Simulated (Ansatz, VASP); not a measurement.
W: VASP beside Ansatz

```
CELL_PARAMETERS angstrom
5.03204 0.00000 0.00000
0.00000 5.03204 0.00000
0.00000 0.00000 5.03204
ATOMIC_POSITIONS crystal
W 0.00000 0.00000 0.00000
W 0.50000 0.50000 0.50000
W 0.00000 0.50000 0.25000
W 0.00000 0.50000 0.75000
W 0.25000 0.00000 0.50000
W 0.75000 0.00000 0.50000
W 0.50000 0.75000 0.00000
W 0.50000 0.25000 0.00000
```

Alike in both runs: functional PBEsol; k mesh 8 × 8 × 8; occupations gaussian, width 0.1 eV; no spin polarisation.

Ansatz relaxed the structure, and its values are those at the end. VASP's run is a single point on that final structure, the one shown.

|  | VASP | Ansatz |
| --- | --- | --- |
| version | VASP 6.6.1 | Ansatz 0.2.0 |
| potentials or method | VASP PAW PBE potentials, release 64 (W_sv), cutoff 520 eV | scalar-relativistic, plane waves, PAW |
| valence electrons in the cell | 112 | 112 |

|  | VASP | Ansatz | Ansatz less VASP |
| --- | --- | --- | --- |
| gap on the k mesh at the Fermi level (eV) | none | none | - |
| pressure (GPa) | 0.7 | 0.0 | -0.75 |

VASP's potentials were made for PBE, not for PBEsol. A gap of «none» marks a metal or a gap that the smearing closes. With one functional, cell and mesh, what is left measures potentials, basis and numerics.

Spin-orbit coupling is off throughout.
